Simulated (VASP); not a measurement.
Input of a VASP 6.6.1 run:

INCAR

```
PREC = Accurate
ENCUT = 600
EDIFF = 1E-6
ISMEAR = -1
SIGMA = 0.05
LREAL = False
LASPH = True
NELM = 200
ALGO = Normal
ISIF = 2
LWAVE = False
LCHARG = False
ISPIN = 2
MAGMOM = 2 0
LORBIT = 11
LMAXMIX = 4
GGA = PE
NBANDS = 22
GGA_COMPAT = False
```

File KPOINTS:

```
Automatic mesh
0
Gamma
  11 11 10
```

POSCAR

```
CoO
1.0
    2.7979910480      0.0000000000      0.0000000000
   -1.3989955191      2.4231313233      0.0000000000
    0.0000000000      0.0000000000      2.7307006334
Co O
1 1
Direct
    0.0000000000      0.0000000000      0.0000000000
    0.6666666667      0.3333333333      0.5000000000
```

Potentials or basis: VASP PAW PBE potentials, release 64 (Co_sv, O).

The run is started by

```console
$ cat potpaw_PBE.64/Co_sv/POTCAR potpaw_PBE.64/O/POTCAR > POTCAR
$ mpirun -np 1 vasp_std > vasp.out
```

Problem. Estimate the site moments.

Solution. Co +2.53; O +0.40 μB.

Problem. Estimate the pressure.

Solution. 0.6 GPa.

Problem. Predict the band gap on the k mesh.

Solution. Zero (filled and empty bands overlap).

Problem. Estimate the net moment.

Solution. 3.00 μB per cell.

Stress tensor (GPa, compression positive):
```
 1.17  0.00  0.00
 0.00  1.17  0.00
 0.00  0.00 -0.42
```

Caveat: a cell with one magnetic atom can't hold antiferromagnetic order, which such compounds often take; semilocal functionals often make such compounds metallic where correlation or magnetic order opens a gap, which also shifts bond lengths. With open d or f shells a metallic result of PBE can be an artefact of self-interaction; +U or a hybrid may open a gap.
